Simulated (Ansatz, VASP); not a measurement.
**Two plane-wave programs on Ta**

INCAR

```
SYSTEM = Ta
PREC = Accurate
ENCUT = 520
EDIFF = 1E-6
ISMEAR = -1
SIGMA = 0.1
LREAL = .False.
LASPH = .True.
NELM = 100
ALGO = Normal
ISIF = 2
LWAVE = .False.
LCHARG = .False.
GGA = CA
NBANDS = 12
```

File KPOINTS:

```
regular mesh
0
Gamma
  15 15 15
  0 0 0
```

File POSCAR:

```
Ta
1.0
    0.0000000000      2.0979620991      2.0979620991
    2.0979620991      0.0000000000      2.0979620991
    2.0979620991      2.0979620991      0.0000000000
Ta
1
Direct
    0.0000000000      0.0000000000      0.0000000000
```

Input for Ansatz:

```yaml
crystal:
  lattice:
    - [0.0, 2.0979620991, 2.0979620991]
    - [2.0979620991, 0.0, 2.0979620991]
    - [2.0979620991, 2.0979620991, 0.0]
  atoms:
    - { symbol: Ta, position: [0.0, 0.0, 0.0] }
hamiltonian:
  xc: lda
  pseudopotentials:
    kind: paw
    azcp:
      Ta: "pseudopotentials/Ta.paw.azcp"
basis:
  ecutwfc: 420
  fft_grid_basis: typed
kpoints:
  mp_grid: { grid: [15, 15, 15], shift: [0, 0, 0] }
magnetization:
  spin_polarized: false
scf:
  occupations: { method: fermi_dirac, width: 0.1 }
  lower_state_search: "off"
output:
  stress: true
```

Alike in both runs: task single point; functional LDA; k mesh 15 × 15 × 15; occupations fermi-dirac, width 0.1 eV; no spin polarisation.

```csv
,VASP,Ansatz
version,VASP 6.6.1,Ansatz 0.2.0
potentials or method,"VASP PAW LDA potentials, release 64 (Ta_pv), cutoff 520 eV","plane waves (420 eV) with PAW, scalar-relativistic"
valence electrons in the cell,11,13
```

```csv
,VASP,Ansatz,Ansatz less VASP
pressure (GPa),-6.9,-7.6,-0.65
```

Ansatz warns that its potentials were made for another functional, while VASP's fit it. LDA's correlation is that of Perdew and Zunger in VASP and of Perdew and Wang (1992) in Ansatz. VASP's potentials hold 11 valence electrons a cell and Ansatz's 13, so a difference there can come from the potentials and not from the codes.

Spin-orbit coupling is off throughout.
